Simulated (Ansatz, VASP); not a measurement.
# CdTe: VASP beside Ansatz

The input POSCAR:

```
CdTe
1.0
    0.0000000000      3.2821135600      3.2821135600
    3.2821135600      0.0000000000      3.2821135600
    3.2821135600      3.2821135600      0.0000000000
Cd Te
1 1
Direct
    0.0000000000      0.0000000000      0.0000000000
    0.7500000000      0.7500000000      0.7500000000
```

INCAR.step1

```
SYSTEM = CdTe
ALGO = Normal
EDIFF = 1E-5
ENCUT = 520
GGA = PE
ISIF = 2
ISMEAR = 0
LASPH = .TRUE.
LCHARG = .FALSE.
LREAL = .FALSE.
LWAVE = .TRUE.
NBANDS = 16
NELM = 60
PREC = Accurate
SIGMA = 0.1
```

The input INCAR.step2:

```
SYSTEM = CdTe
ALGO = Normal
EDIFF = 1E-6
ENCUT = 520
GGA = PE
HFSCREEN = 0.2079
ISIF = 2
ISMEAR = 0
ISTART = 1
LASPH = .TRUE.
LCHARG = .FALSE.
LHFCALC = .TRUE.
LREAL = .FALSE.
LWAVE = .FALSE.
NBANDS = 16
NELM = 60
PREC = Accurate
PRECFOCK = Normal
SIGMA = 0.1
```

Contents of KPOINTS:

```
k-points
0
G
  6 6 6
  0 0 0
```

Input for Ansatz:

```yaml
crystal:
  lattice:
    - [0.0, 3.28211356, 3.28211356]
    - [3.28211356, 0.0, 3.28211356]
    - [3.28211356, 3.28211356, 0.0]
  atoms:
    - { symbol: Cd, position: [0.0, 0.0, 0.0] }
    - { symbol: Te, position: [0.75, 0.75, 0.75] }
basis:
  ecutwfc: 420
kpoints:
  mp_grid: { grid: [6, 6, 6] }
hamiltonian:
  xc: hse06
scf:
  occupations: { method: gaussian, width: 0.1 }
output:
  forces: true
  stress: true
  eigenvalues: true
```

Alike in both runs: task single point; functional HSE06; k mesh 6 × 6 × 6; occupations gaussian, width 0.1 eV; no spin polarisation.

|  | VASP | Ansatz |
| --- | --- | --- |
| version | VASP 6.6.1 | Ansatz 0.2.0 |
| potentials or method | VASP PAW PBE potentials, release 64 (Cd, Te), cutoff 520 eV | scalar-relativistic, plane waves, PAW |
| valence electrons in the cell | 18 | 36 |

VASP gave:

| Quantity | Value |
| --- | --- |
| gap on the k mesh at the Fermi level (eV) | 1.42 |
| least direct gap on the mesh (eV) | 1.42 |
| pressure (GPa) | -0.1 |

Q: Estimate Ansatz's values.

A: gap on the k mesh at the Fermi level (eV): 1.50; least direct gap on the mesh (eV): 1.50; pressure (GPa): 0.0.

The functional is the same, so the differences come from potentials, cutoffs and numerics. VASP's potentials hold 18 valence electrons a cell and Ansatz's 36, so a difference there can come from the potentials and not from the codes. Ansatz's warnings: stress exchange threshold loose, stress scf threshold loose.

Spin-orbit coupling is off throughout.
